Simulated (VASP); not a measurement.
Runs of VASP 6.6.1 on SnTe (zincblende type). The structure is that of space group F-43m (No. 216), or close to it. The cells are those of the table. 

```csv
cell,gap on the mesh (eV),pressure (GPa)
"a = 4.734 Å, angles 60.0°, 2 atoms",none,8.0
"a = 4.395 Å, angles 60.0°, 2 atoms",none,(a)
"a = 4.996 Å, angles 60.0°, 2 atoms",none,1.7
"a = 4.571 Å, angles 60.0°, 2 atoms",none,14.3
"a = 5.100 Å, angles 60.0°, 2 atoms",(b),0.0
```

Alike in all rows: task single point; level PBE; potentials or basis VASP PAW PBE potentials, release 64 (Sn_d, Te); no spin polarisation; k mesh 12 × 12 × 12; cutoff (eV) 520; smearing fermi-dirac 0.08 eV.

Problem. Estimate the missing entries.

Solution. (a) 24.6; (b) 0.08.

Caveats: spin-orbit coupling is left out, which moves the levels of the heavy elements; the cell stands under pressure (at least some runs); semilocal functionals underestimate gaps, so a narrow gap can read as zero (at least some runs).

A k mesh can miss the band edges, and the runs leave out spin-orbit coupling on Sn, Te.

A gap of «none» marks levels without a gap at the run's occupations.
